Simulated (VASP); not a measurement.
Set up this calculation in VASP 6.6.1, as the native input.

```
Task                   : relaxation of cell and atoms
Functional             : LDA
Potentials or basis    : VASP PAW LDA potentials, release 64 (In_d, As)
Cutoff                 : 600 eV
k mesh                 : 10 × 10 × 10
Occupations            : gaussian, width 0.1 eV
Spin                   : no spin polarisation
Dipole correction      : no
Further INCAR settings : ALGO = Normal; EDIFF = 1e-07; IBRION = 2; EDIFFG = -0.002; NSW = 100; ISIF = 3
```

The structure of InAs (dlda) lies in POSCAR:

```
InAs
1.0
    0.0000000000      3.0535616600      3.0535616600
    3.0535616600      0.0000000000      3.0535616600
    3.0535616600      3.0535616600      0.0000000000
In As
1 1
Direct
    0.2500000000      0.2500000000      0.2500000000
    0.0000000000      0.0000000000      0.0000000000
```

One way to write it, as run:

INCAR

```
SYSTEM = InAs
PREC = Accurate
ENCUT = 600
EDIFF = 1E-7
ISMEAR = 0
SIGMA = 0.1
LREAL = .FALSE.
LASPH = .TRUE.
NELM = 60
ALGO = Normal
ISIF = 3
LWAVE = .FALSE.
LCHARG = .FALSE.
GGA = CA
IBRION = 2
NSW = 100
EDIFFG = -0.002
```

KPOINTS

```
regular mesh
0
G
  10 10 10
  0 0 0
```

Potentials or basis: VASP PAW LDA potentials, release 64 (In_d, As).

Launch:

```bash
$ cat potpaw_LDA.64/In_d/POTCAR potpaw_LDA.64/As/POTCAR > POTCAR
$ mpirun -np 1 vasp_std > vasp.out
```

Results of the run:

```yaml
Relaxed_volume: 27.44 Å³/atom
Relaxed_cell: a = 4.265 Å, b = 4.265 Å, c = 4.265 Å, α = 60.00°, β = 60.00°, γ = 60.00°
Space_group_after_relaxing_to_0.05_Å: F-43m (No. 216)
Energy_gained_by_relaxing: 6.8 meV/atom
Ionic_steps: 6
Pressure_after_relaxing: 0.0 GPa
Band_gap_on_the_k_mesh: zero (filled and empty bands touch)
```

Caveat: spin-orbit coupling is left out, which moves the levels of the heavy elements.

It took 2 min on 1 thread of Intel(R) Xeon(R) Platinum 8259CL CPU @ 2.50GHz (Skylake/Cascade Lake), with other jobs on the host, peak memory 0.21 GiB.
